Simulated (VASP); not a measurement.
# ZnO: single point with LDA

Crystal: ZnO.

```
CELL_PARAMETERS angstrom
3.24931 0.00000 0.00000
-1.62465 2.81398 0.00000
0.00000 0.00000 5.20571
ATOMIC_POSITIONS crystal
Zn 0.66667 0.33333 0.00000
Zn 0.33333 0.66667 0.50000
O 0.33333 0.66667 0.87901
O 0.66667 0.33333 0.37901
```

```yaml
Program: VASP 6.6.1
Task: single point
Functional: LDA
Potentials_or_basis: VASP PAW LDA potentials, release 64 (Zn, O_h)
Cutoff: 1340 eV
k_mesh: 5 × 5 × 3
Occupations: fermi-dirac, width 0.05 eV
Spin: no spin polarisation
Dipole_correction: no
Further_INCAR_settings: ALGO = Normal; EDIFF = 1e-06; NBANDS = 26
```

```yaml
Pressure: -6.3 GPa
Largest_force: 0.055 eV/Å
Band_gap_on_the_k_mesh: 0.74 eV
```

Forces in eV/Å, atoms in the order of the input:
```
Zn   0.000  0.000 -0.055
Zn   0.000  0.000 -0.055
O    0.000  0.000  0.055
O    0.000  0.000  0.055
```

Stress tensor (GPa, compression positive):
```
-6.85  0.00  0.00
 0.00 -6.85  0.00
 0.00  0.00 -5.14
```

Levels at points of the mesh, in eV from the valence-band top:
| k point | band 15 | band 16 | band 17 | band 18 | band 19 | band 20 | band 21 | band 22 |
| --- | --- | --- | --- | --- | --- | --- | --- | --- |
| (0.00, 0.00, 0.00) | -0.82 | -0.07 | 0.00 | 0.00 | 0.74 | 5.08 | 8.12 | 12.64 |

It took 22 s on 1 thread of Intel(R) Xeon(R) 6975P-C (Granite Rapids), with other jobs on the host, peak memory 0.25 GiB.

Caveat: the k points lie up to 0.45 Å⁻¹ apart; semilocal functionals underestimate gaps, and a narrow one can read as zero.
